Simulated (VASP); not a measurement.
Input of a VASP 6.6.1 run:

INCAR

```
ALGO = Fast ; EDIFF = 1E-6
EDIFFG = -0.001 ; ENCUT = 600
GGA = PS ; IBRION = 2
ISIF = 3 ; ISMEAR = -1
LASPH = T ; LCHARG = F
LREAL = F ; LWAVE = F
NELM = 100 ; NSW = 80
PREC = Accurate ; SIGMA = 0.15
```

File KPOINTS:

```
k-points
0
Gamma
  20 20 20
```

Contents of POSCAR:

```
Au
1.0
   -1.6210733942      1.6210733942      1.6210733942
    1.6210733942     -1.6210733942      1.6210733942
    1.6210733942      1.6210733942     -1.6210733942
Au
1
Direct
    0.0000000000      0.0000000000      0.0000000000
```

Potentials or basis: VASP PAW PBE potentials, release 64 (Au).

Command:

```sh
$ cat potpaw_PBE.64/Au/POTCAR > POTCAR
$ mpirun -np 1 vasp_std > vasp.out
```

(1) What does it give for the space group after relaxing (to 0.05 Å)?

(2) What does it give for the relaxed volume?

Results:

(1) Im-3m (No. 229).

(2) 17.04 Å³/atom.

Caveat: the PAW data sets were made with another functional, which shifts forces and pressure a little.
